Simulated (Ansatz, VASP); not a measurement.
Ba3Sn: VASP beside Ansatz

Contents of INCAR:

```
PREC = Accurate
ENCUT = 520
EDIFF = 1E-6
ISMEAR = -1
SIGMA = 0.05
LREAL = F
LASPH = T
NELM = 80
ALGO = Normal
ISIF = 2
LWAVE = F
LCHARG = F
GGA = CA
NBANDS = 30
```

The input KPOINTS:

```
regular mesh
0
Gamma
  6 6 6
```

File POSCAR:

```
Ba3Sn
1.0
    5.1529040515      0.0000000000      0.0000000000
    0.0000000000      5.1529040515      0.0000000000
    0.0000000000      0.0000000000      5.1529040515
Sn Ba
1 3
Direct
    0.0000000000      0.0000000000      0.0000000000
    0.0000000000      0.5000000000      0.5000000000
    0.5000000000      0.0000000000      0.5000000000
    0.5000000000      0.5000000000      0.0000000000
```

Input for Ansatz:

```yaml
crystal:
  lattice:
    - [5.1529040515, 0.0, 0.0]
    - [0.0, 5.1529040515, 0.0]
    - [0.0, 0.0, 5.1529040515]
  atoms:
    - { symbol: Sn, position: [0.0, 0.0, 0.0] }
    - { symbol: Ba, position: [0.0, 0.5, 0.5] }
    - { symbol: Ba, position: [0.5, 0.0, 0.5] }
    - { symbol: Ba, position: [0.5, 0.5, 0.0] }
kpoints:
  mp_grid: { grid: [6, 6, 6] }
  band_path:
    path:
      - [0.0, 0.0, 0.0]
      - [0.0, 0.5, 0.0]
      - [0.5, 0.5, 0.0]
      - [0.0, 0.0, 0.0]
      - [0.5, 0.5, 0.5]
      - [0.0, 0.5, 0.0]
      - [0.5, 0.5, 0.5]
      - [0.5, 0.5, 0.0]
    npoints: 8
scf:
  occupations: { method: fermi_dirac, width: 0.05 }
hamiltonian:
  xc: lda
  pseudopotentials: { kind: all_electron, lapw: { basis_error: 0.0005 } }
output:
  forces: true
  stress: true
  eigenvalues: true
  populations: true
```

Change from the starting cell: volume scaled by 0.9, LAPW.

Alike in both runs: task single point; functional LDA; k mesh 6 × 6 × 6; occupations fermi-dirac, width 0.05 eV; no spin polarisation.

|  | VASP | Ansatz |
| --- | --- | --- |
| version | VASP 6.6.1 | Ansatz 0.2.0 |
| potentials or method | VASP PAW LDA potentials, release 64 (Sn_d, Ba_sv), cutoff 520 eV | all-electron LAPW, scalar-relativistic |

|  | VASP | Ansatz | Ansatz less VASP |
| --- | --- | --- | --- |
| pressure (GPa) | 3.8 | 3.0 | -0.74 |

LDA's correlation is that of Perdew and Zunger in VASP and of Perdew and Wang (1992) in Ansatz. Ansatz ran all-electron here, and VASP with PAW potentials.

Spin-orbit coupling is off throughout.
